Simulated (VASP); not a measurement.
# PbS (I4/mmm) in VASP: notebook, part 2 of 2

VASP 6.6.1. Earlier steps stand in the parts before.

### 4 Single point, PBEsol (strain -0.025 along x and y, -0.050 along z)

File INCAR:

```
ALGO = Normal
EDIFF = 1E-6
ENCUT = 520
GGA = PS
ISIF = 2
ISMEAR = 0
LASPH = T
LCHARG = F
LREAL = F
LWAVE = F
NBANDS = 17
NELM = 60
PREC = Accurate
SIGMA = 0.03
```

File KPOINTS:

```
k-points
0
Gamma
  10 10 10
```

File POSCAR:

```
PbS
1.0
    0.0000000000      2.8908750000      2.8167500000
    2.8908750000      0.0000000000      2.8167500000
    2.8908750000      2.8908750000      0.0000000000
Pb S
1 1
Direct
    0.0000000000      0.0000000000      0.0000000000
    0.5000000000      0.5000000000      0.5000000000
```

Potentials or basis: VASP PAW PBE potentials, release 64 (Pb_d, S).

Started as:

```
$ cat potpaw_PBE.64/Pb_d/POTCAR potpaw_PBE.64/S/POTCAR > POTCAR
$ mpirun -np 1 vasp_std > vasp.out
```

OUTCAR:

```text
EDIFF = 1E-6
   ENCUT = 520
   GGA = PS
   ISIF = 2
   ISMEAR = 0
   LASPH = T
   LREAL = F
   NELM = 60
   PREC = Accurate

 ion  position               nearest neighbor table
   1  0.000  0.000  0.000-   2 2.82   2 2.82   2 2.89   2 2.89   2 2.89   2 2.89
   2  0.500  0.500  0.500-   1 2.82   1 2.82   1 2.89   1 2.89   1 2.89   1 2.89

  LATTYP: Found a body centered tetragonal cell.
 ALAT       =     4.0883146321
 C/A-ratio  =     1.3779516762

  Lattice vectors:

[... 667 lines left out ...]
------------------------ aborting loop because EDIFF is reached ----------------------------------------

  FORCE on cell =-STRESS in cart. coord.  units (eV):
  Direction    XX          YY          ZZ          XY          YZ          ZX
  --------------------------------------------------------------------------------------
  -------------------------------------------------------------------------------------
  Total        1.3588888      1.3588888      2.9053128      0.0000000      0.0000000      0.0000000
  in kB       46.2442334     46.2442334     98.8704603      0.0000000      0.0000000      0.0000000
  external PRESSURE =      63.7863090 kB  Pullay stress =       0.0000000 kB

 VOLUME and BASIS-vectors are now :
 -----------------------------------------------------------------------------
  energy-cutoff  :      520.00
  volume of cell :       47.08
      direct lattice vectors                 reciprocal lattice vectors
     0.000000000  2.890875000  2.816750000    -0.172958014  0.172958014  0.177509541
     2.890875000  0.000000000  2.816750000     0.172958014 -0.172958014  0.177509541
     2.890875000  2.890875000  0.000000000     0.172958014  0.172958014 -0.177509541

 POSITION                                       TOTAL-FORCE (eV/Angst)
 -----------------------------------------------------------------------------------
      0.00000      0.00000      0.00000        -0.000000      0.000000     -0.000000
      2.89087      2.89087      2.81675         0.000000     -0.000000      0.000000
 -----------------------------------------------------------------------------------
    total drift:                               -0.000000      0.000000      0.000000

  FREE ENERGIE OF THE ION-ELECTRON SYSTEM (eV)
  ---------------------------------------------------
  free  energy   TOTEN  =        -9.3635876071 eV

  energy  without entropy=       -9.3635876063  energy(sigma->0) =       -9.36358761
```

Run time: 35 s. Hardware: 1 thread of Intel Xeon 6975P-C (Granite Rapids), shared host; peak memory 0.22 GiB.

Results:

```
Free energy            : -9.3636 eV
Pressure               : 6.4 GPa
Band gap on the k mesh : 0.21 eV, direct
```

Caveat: the cell differs from its parent crystal (strain -0.025 along x and y, -0.050 along z); the PAW data sets were made with another functional, which shifts forces and pressure a little; spin-orbit coupling is left out, which moves the levels of the heavy elements.

### 5 Single point, PBEsol (strain -0.025 along x and y, +0.000 along z)

File INCAR:

```
SYSTEM = PbS
PREC     = Accurate       ! precision mode
ENCUT    = 520            ! plane-wave cutoff, eV
EDIFF    = 1E-7           ! SCF threshold, eV
ISMEAR   = 0              ! smearing method
SIGMA    = 0.03           ! smearing width, eV
LREAL    = .FALSE.        ! projectors in reciprocal space
LASPH    = .TRUE.         ! aspherical terms in the spheres
NELM     = 60             ! most SCF steps
ALGO     = Normal         ! electronic algorithm
ISIF     = 2              ! what is computed and relaxed
LWAVE    = .FALSE.        ! write WAVECAR
LCHARG   = .FALSE.        ! write CHGCAR
GGA      = PS             ! functional
NBANDS   = 17             ! bands
```

File KPOINTS:

```
Automatic mesh
0
G
  10 10 10
  0 0 0
```

File POSCAR:

```
PbS
1.0
    0.0000000000      2.8908750000      2.9650000000
    2.8908750000      0.0000000000      2.9650000000
    2.8908750000      2.8908750000      0.0000000000
Pb S
1 1
Direct
    0.0000000000      0.0000000000      0.0000000000
    0.5000000000      0.5000000000      0.5000000000
```

Potentials or basis: VASP PAW PBE potentials, release 64 (Pb_d, S).

Started as:

```
$ cat potpaw_PBE.64/Pb_d/POTCAR potpaw_PBE.64/S/POTCAR > POTCAR
$ mpirun -np 1 vasp_std > vasp.out
```

OUTCAR:

```text
SYSTEM = PbS
   PREC = Accurate
   ENCUT = 520
   EDIFF = 1E-7
   ISMEAR = 0
   LREAL = .FALSE.
   LASPH = .TRUE.
   NELM = 60
   ISIF = 2
   GGA = PS

 ion  position               nearest neighbor table
   1  0.000  0.000  0.000-   2 2.89   2 2.89   2 2.89   2 2.89   2 2.96   2 2.96
   2  0.500  0.500  0.500-   1 2.89   1 2.89   1 2.89   1 2.89   1 2.96   1 2.96

  LATTYP: Found a body centered tetragonal cell.
 ALAT       =     4.0883146321
 C/A-ratio  =     1.4504754486

  Lattice vectors:

 A1 = (  -2.8908750000,   0.0000000000,   2.9650000000)
 A2 = (   2.8908750000,   0.0000000000,   2.9650000000)
 A3 = (   0.0000000000,   2.8908750000,  -2.9650000000)

Analysis of symmetry for initial positions (statically):
=====================================================================
 Subroutine PRICEL returns:
 Original cell was already a primitive cell.

 Routine SETGRP: Setting up the symmetry group for a
 body centered tetragonal supercell.

 Subroutine GETGRP returns: Found 16 space group operations
 (whereof 16 operations were pure point group operations)
 out of a pool of 16 trial point group operations.

The static configuration has the point symmetry D_4h.

Analysis of symmetry for dynamics (positions and initial velocities):
=====================================================================
 Subroutine PRICEL returns:
 Original cell was already a primitive cell.

 Routine SETGRP: Setting up the symmetry group for a
 body centered tetragonal supercell.

 Subroutine GETGRP returns: Found 16 space group operations
 (whereof 16 operations were pure point group operations)
 out of a pool of 16 trial point group operations.

The dynamic configuration has the point symmetry D_4h.

 Subroutine INISYM returns: Found 16 space group operations
 (whereof 16 operations are pure point group operations),
 and found     1 'primitive' translations

----------------------------------------------------------------------------------------

                                     Primitive cell

  volume of cell :      49.5579

  direct lattice vectors                    reciprocal lattice vectors
     0.000000000  2.890875000  2.965000000    -0.172958014  0.172958014  0.168634064
     2.890875000  0.000000000  2.965000000     0.172958014 -0.172958014  0.168634064
     2.890875000  2.890875000  0.000000000     0.172958014  0.172958014 -0.168634064

  length of vectors
     4.141060645  4.141060645  4.088314632     0.297096612  0.297096612  0.297096612

  position of ions in fractional coordinates (direct lattice)
     0.000000000  0.000000000  0.000000000
     0.500000000  0.500000000  0.500000000

  ion indices of the primitive-cell ions
   primitive index   ion index
                 1           1
                 2           2

----------------------------------------------------------------------------------------

 KPOINTS: Automatic mesh

Automatic generation of k-mesh.
 Grid dimensions read from file:
 generate k-points for:   10   10   10

 Generating k-lattice:

  Cartesian coordinates                     Fractional coordinates (reciprocal lattice)
    -0.017295801  0.017295801  0.016863406     0.100000000  0.000000000  0.000000000
     0.017295801 -0.017295801  0.016863406     0.000000000  0.100000000  0.000000000
     0.017295801  0.017295801 -0.016863406     0.000000000  0.000000000  0.100000000

  Length of vectors
     0.029709661  0.029709661  0.029709661

  Shift w.r.t. Gamma in fractional coordinates (k-lattice)
     0.000000000  0.000000000  0.000000000

 Subroutine IBZKPT returns following result:
 ===========================================

 Found    102 irreducible k-points:

 Following reciprocal coordinates:
            Coordinates               Weight
  0.000000  0.000000  0.000000      1.000000
  0.100000  0.000000  0.000000      8.000000
  0.200000  0.000000  0.000000      8.000000
  0.300000 -0.000000  0.000000      8.000000
  0.400000 -0.000000  0.000000      8.000000
  0.500000 -0.000000  0.000000      4.000000
[... 16 lines left out ...]
  0.300000  0.300000  0.000000      2.000000
  0.400000  0.300000  0.000000      8.000000
 [... further k-points ...]
   k-points           NKPTS =    102   k-points in BZ     NKDIM =    102   number of bands    NBANDS=     17
   number of dos      NEDOS =    301   number of ions     NIONS =      2
   total plane-waves  NPLWV =  30720
   dimension x,y,z NGX =    32 NGY =   32 NGZ =   30
   dimension x,y,z NGXF=    64 NGYF=   64 NGZF=   60
   ions per type =               1   1
   NGX,Y,Z   is equivalent  to a cutoff of  12.85, 12.85, 12.20 a.u.
   NGXF,Y,Z  is equivalent  to a cutoff of  25.69, 25.69, 24.40 a.u.
 SYSTEM =  PbS
   PREC   = accura    normal or accurate (medium, high low for compatibility)
   ISTART =      0    job   : 0-new  1-cont  2-samecut
   ICHARG =      2    charge: 1-file 2-atom 10-const
   ISPIN  =      1    spin polarized calculation?
   LNONCOLLINEAR =      F non collinear calculations
   LSORBIT =      F    spin-orbit coupling
   LASPH  =      T    aspherical Exc in radial PAW
   ENCUT  =  520.0 eV  38.22 Ry    6.18 a.u.   7.70  7.70  7.60*2*pi/ulx,y,z
   NELM   =     60;   NELMIN=  2; NELMDL= -5     # of ELM steps
   EDIFF  = 0.1E-06   stopping-criterion for ELM
   LREAL  =      F    real-space projection
   EDIFFG = 0.1E-05   stopping-criterion for IOM
   NSW    =      0    number of steps for IOM
   IBRION =     -1    ionic relax: 0-MD 1-quasi-New 2-CG
   NFREE  =      0    steps in history (QN), initial steepest desc. (CG)
   ISIF   =      2    stress and relaxation
   ISYM   =      2    0-nonsym 1-usesym 2-fastsym
   POTIM  = 0.5000    time-step for ionic-motion
   TEBEG  =    0.0;   TEEND  =   0.0 temperature during run
   PSTRESS=    0.0 pullay stress
   NELECT =      20.0000    total number of electrons
   NUPDOWN=      -1.0000    fix difference up-down
   EMIN   =  10.00;   EMAX   =-10.00  energy-range for DOS
   EFERMI =   0.00;   METHOD = LEGACY
   ISMEAR =     0;   SIGMA  =   0.03  broadening in eV -4-tet -1-fermi 0-gaus
   EFERMI_NEDOS =   21; number of points for ismear=-14 and -15
   IALGO  =     38    algorithm
   IMIX   =      4    mixing-type and parameters
     AMIX     =   0.40;   BMIX     =  1.00
     AMIX_MAG =   1.60;   BMIX_MAG =  1.00
  volume/ion in A,a.u.               =      24.78       167.22
  Fermi-wavevector in a.u.,A,eV,Ry     =   1.209800  2.286191 19.913718  1.463617
  Thomas-Fermi vector in A             =   2.345367
   LORBIT       =      0    0 simple, 1 ext, 2 COOP (PROOUT), +10 PAW based schemes
   GGA     = PS    functional components
   LHFCALC =     F    Hartree Fock is set to
   AEXX    =    0.0000 exact exchange contribution
   IVDW    =     0    specifies the selected vdW correction
   LEPSILON=     F    determine dielectric tensor
   LRPA    =     F    only Hartree local field effects (RPA)
 non-spin polarized calculation
 Gauss-broadening in eV      SIGMA  =   0.03
  energy-cutoff  :      520.00
  volume of cell :       49.56
 maximum number of plane-waves:      1371
   NGX = 15   NGY = 15   NGZ = 15

 number of electron      19.9999997 magnetization

 Free energy of the ion-electron system (eV)
  ---------------------------------------------------
  ext. energy  EPLUGINS =         0.00000000
  ---------------------------------------------------
  free energy    TOTEN  =        -9.43276180 eV

  energy without entropy =       -9.43265679  energy(sigma->0) =       -9.43270930

 E-fermi :   6.4791     XC(G=0): -10.1288

 val. band max:        6.4639763231   @ k =   0.5000  -0.0000   0.0000
 cond. band min:       6.4942278493   @ k =   0.5000  -0.0000   0.0000
 fundamental gap:      0.0302515262
 Fermi energy:         6.4791020858

 k-point     1 :       0.0000    0.0000    0.0000
  band No.  band energies     occupation
      1     -10.4569      2.00000
      2     -10.4569      2.00000
      3     -10.4542      2.00000
      4     -10.4539      2.00000
      5     -10.4366      2.00000
      6      -7.7052      2.00000
[... 9 lines left out ...]
     16      12.9489      0.00000
     17      14.6725      0.00000
[... 441 lines left out ...]
 k-point    24 :       0.4000    0.3000    0.0000
  band No.  band energies     occupation
      1     -10.5912      2.00000
      2     -10.4734      2.00000
      3     -10.4219      2.00000
      4     -10.4030      2.00000
      5     -10.3972      2.00000
      6      -6.3461      2.00000
[... 9 lines left out ...]
     16      17.4528      0.00000
     17      18.0138      0.00000

 [... further k-points ...]

------------------------ aborting loop because EDIFF is reached ----------------------------------------

  FORCE on cell =-STRESS in cart. coord.  units (eV):
  Direction    XX          YY          ZZ          XY          YZ          ZX
  --------------------------------------------------------------------------------------
  -------------------------------------------------------------------------------------
  Total        1.1519800      1.1519800     -0.0250161      0.0000000     -0.0000000     -0.0000000
  in kB       37.2427887     37.2427887     -0.8087540      0.0000000     -0.0000000     -0.0000000
  external PRESSURE =      24.5589412 kB  Pullay stress =       0.0000000 kB

 VOLUME and BASIS-vectors are now :
 -----------------------------------------------------------------------------
  energy-cutoff  :      520.00
  volume of cell :       49.56
      direct lattice vectors                 reciprocal lattice vectors
     0.000000000  2.890875000  2.965000000    -0.172958014  0.172958014  0.168634064
     2.890875000  0.000000000  2.965000000     0.172958014 -0.172958014  0.168634064
     2.890875000  2.890875000  0.000000000     0.172958014  0.172958014 -0.168634064

 POSITION                                       TOTAL-FORCE (eV/Angst)
 -----------------------------------------------------------------------------------
      0.00000      0.00000      0.00000         0.000000      0.000000      0.000000
      2.89087      2.89087      2.96500        -0.000000     -0.000000      0.000000
 -----------------------------------------------------------------------------------
    total drift:                                0.000000     -0.000000     -0.000000

  FREE ENERGIE OF THE ION-ELECTRON SYSTEM (eV)
  ---------------------------------------------------
  free  energy   TOTEN  =        -9.4327618015 eV

  energy  without entropy=       -9.4326567906  energy(sigma->0) =       -9.43270930
```

It took 33 s on 1 thread of Intel Xeon 6975P-C (Granite Rapids), shared host; peak memory 0.23 GiB.

Results:

* Free energy: -9.4328 eV
* Pressure: 2.5 GPa
* Band gap on the k mesh: 0.03 eV, direct

Caveat: the cell differs from its parent crystal (strain -0.025 along x and y, +0.000 along z); the PAW data sets were made with another functional, which shifts forces and pressure a little; spin-orbit coupling is left out, which moves the levels of the heavy elements. A k mesh can miss the band edges.

### 6 The runs side by side

| cell | gap on the mesh (eV) | pressure (GPa) |
| --- | --- | --- |
| a = 4.036, b = 4.036, c = 3.983 Å, angles 60.4, 60.4, 59.1°, 2 atoms | 0.34 | 8.7 |
| a = 4.090, b = 4.090, c = 3.983 Å, angles 60.9, 60.9, 58.3°, 2 atoms | 0.27 | 6.8 |
| a = 4.036, b = 4.036, c = 4.088 Å, angles 59.6, 59.6, 60.9°, 2 atoms | 0.21 | 6.4 |
| a = 4.141, b = 4.141, c = 4.088 Å, angles 60.4, 60.4, 59.2°, 2 atoms | 0.03 | 2.5 |

Alike in all rows: task single point; level PBEsol; potentials or basis VASP PAW PBE potentials, release 64 (Pb_d, S); no spin polarisation; k mesh 10 × 10 × 10; cutoff (eV) 520; smearing gaussian 0.03 eV.

Caveats: the PAW data sets were made with another functional, which shifts forces and pressure a little; spin-orbit coupling is left out, which moves the levels of the heavy elements.

Total energies depend on the potentials used, so only differences within one code and one set of settings carry meaning.
